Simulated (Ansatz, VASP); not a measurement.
## V in VASP and in Ansatz

Contents of INCAR:

```
SYSTEM = V
  ALGO = Normal
  EDIFF = 1E-7
  ENCUT = 520
  GGA = RP
  ISIF = 2
  ISMEAR = -1
  LASPH = .True.
  LCHARG = .False.
  LREAL = .False.
  LWAVE = .False.
  NBANDS = 20
  NELM = 80
  PREC = Accurate
  SIGMA = 0.1
```

File KPOINTS:

```
k-points
0
Gamma
  16 16 14
  0 0 0
```

File POSCAR:

```
V
1.0
   -3.0932455061      3.0926062718      1.2098375007
    3.0926062718     -3.0932455061      1.2098375007
    1.7199401733      1.7199401733     -1.2110082594
V
2
Direct
    0.0000083952      0.9999916048      0.0000000000
    0.7499916048      0.2500083952      0.5000000000
```

Input for Ansatz:

```yaml
crystal:
  lattice:
    - [-3.0932455061, 3.0926062718, 1.2098375007]
    - [3.0926062718, -3.0932455061, 1.2098375007]
    - [1.7199401733, 1.7199401733, -1.2110082594]
  atoms:
    - { symbol: V, position: [8.3952e-06, 0.9999916048, 0.0] }
    - { symbol: V, position: [0.7499916048, 0.2500083952, 0.5] }
hamiltonian:
  xc: rpbe
  pseudopotentials:
    kind: paw
    azcp:
      V: "pseudopotentials/V.paw.azcp"
basis:
  ecutwfc: 420
  fft_grid_basis: typed
kpoints:
  mp_grid: { grid: [16, 16, 14], shift: [0, 0, 0] }
magnetization:
  spin_polarized: false
scf:
  occupations: { method: fermi_dirac, width: 0.1 }
  lower_state_search: "off"
output:
  stress: true
  write_density: true
  write_potential: true
  elf: true
  volumetric_format: npy
```

Alike in both runs: task single point; functional RPBE; k mesh 16 × 16 × 14; occupations fermi-dirac, width 0.1 eV; no spin polarisation.

|  | VASP | Ansatz |
| --- | --- | --- |
| version | VASP 6.6.1 | Ansatz 0.2.0 |
| potentials or method | VASP PAW PBE potentials, release 64 (V_sv), cutoff 520 eV | plane waves (420 eV) with PAW, scalar-relativistic |
| valence electrons in the cell | 26 | 26 |

Ansatz gave:

- pressure (GPa): 16.2
- traceless stress, the component that is largest in VASP (GPa): 0.12

What did VASP give for the same quantities?

Pressure (GPa): 16.5; traceless stress, the component that is largest in VASP (GPa): 0.14.

VASP's potentials were made for PBE, not for RPBE.
